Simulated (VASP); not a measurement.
Input of a VASP 6.6.1 run:

The input INCAR:

```
PREC     = Accurate       # precision mode
ENCUT    = 500            # plane-wave cutoff, eV
EDIFF    = 1E-6           # SCF threshold, eV
ISMEAR   = 0              # smearing method
SIGMA    = 0.1            # smearing width, eV
LREAL    = False          # projectors in reciprocal space
LASPH    = True           # aspherical terms in the spheres
NELM     = 200            # most SCF steps
ALGO     = Normal         # electronic algorithm
ISIF     = 2              # what is computed and relaxed
LWAVE    = False          # write WAVECAR
LCHARG   = False          # write CHGCAR
ISPIN    = 2              # spin polarisation
MAGMOM   = 0 1 1 0 0 0    # initial moments
LORBIT   = 11             # projections on sites
LMAXMIX  = 6              # l up to which the mixer works
GGA      = PE             # functional
NBANDS   = 38             # bands
GGA_COMPAT= False
```

File KPOINTS:

```
Automatic mesh
0
Gamma
  3 3 4
```

POSCAR

```
HoNb2As3
1.0
    5.8557689321      0.0000000000      0.0000000000
   -2.9278844660      5.0712446539      0.0000000000
    0.0000000000      0.0000000000      4.0766161430
Ho Nb As
1 2 3
Direct
    0.0000000000      0.0000000000      0.0000000000
    0.6666666667      0.3333333333      0.0000000000
    0.3333333333      0.6666666667      0.0000000000
    0.0000000000      0.5000000000      0.5000000000
    0.5000000000      0.5000000000      0.5000000000
    0.5000000000      0.0000000000      0.5000000000
```

Potentials or basis: VASP PAW PBE potentials, release 64 (Ho_3, Nb_sv, As), 4f in core.

The run is started by

```sh
$ cat potpaw_PBE.64/Ho_3/POTCAR potpaw_PBE.64/Nb_sv/POTCAR potpaw_PBE.64/As/POTCAR > POTCAR
$ mpirun -np 1 vasp_std > vasp.out
```

Estimate the pressure.

0.3 GPa.

Estimate the net moment.

0.89 μB per cell.

Stress tensor (GPa, compression positive):
```
 0.68  0.00  0.00
 0.00  0.68  0.00
 0.00  0.00 -0.53
```

Caveat: the k points lie up to 0.41 Å⁻¹ apart; the magnetic or orbital state may not be the lowest.
